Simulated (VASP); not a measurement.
Runs of VASP 6.6.1 on AgCl. The structure is that of space group Fm-3m (No. 225), or close to it. The cells are those of the table. 

| task | cell | k mesh | cutoff (eV) | smearing | gap on the mesh (eV) | pressure (GPa) |
| --- | --- | --- | --- | --- | --- | --- |
| relaxation of cell and atoms | relaxed from a = 3.966 Å, angles 60.0°, 2 atoms | 8 × 8 × 8 | 600 | gaussian 0.02 eV | 0.92 | 0.0 |
| single point | a = 3.968 Å, angles 60.0°, 2 atoms | 8 × 8 × 8 | 520 | gaussian 0.02 eV | 0.92 | -0.1 |
| single point | a = 4.007 Å, angles 60.0°, 2 atoms | 8 × 8 × 8 | 520 | gaussian 0.02 eV | 0.93 | (a) |
| single point | a = 3.972 Å, angles 120.3, 120.3, 89.5°, 2 atoms | 6 × 6 × 6 | 520 | gaussian 0.1 eV | 0.89 | -0.1 |
| single point | a = 4.046 Å, angles 60.0°, 2 atoms | 8 × 8 × 8 | 520 | gaussian 0.02 eV | 0.95 | -2.2 |
| single point | a = 3.845 Å, angles 60.0°, 2 atoms | 8 × 8 × 8 | 520 | gaussian 0.02 eV | (b) | 4.9 |
| single point | a = 4.096 Å, angles 60.0°, 2 atoms | 8 × 8 × 8 | 520 | gaussian 0.02 eV | 0.97 | (c) |
| single point | a = 3.928 Å, angles 60.0°, 2 atoms | 8 × 8 × 8 | 520 | gaussian 0.02 eV | 0.91 | (d) |

Alike in all rows: level PBE; potentials or basis VASP PAW PBE potentials, release 64 (Ag, Cl); no spin polarisation.

Q: Fill in the values left out.

A: (a) -1.3; (b) 0.90; (c) -3.2; (d) 1.2.

Caveats: the relaxation stopped at its first step, so nothing moved (some runs).

A k mesh can miss the band edges, and the runs leave out spin-orbit coupling on Ag.
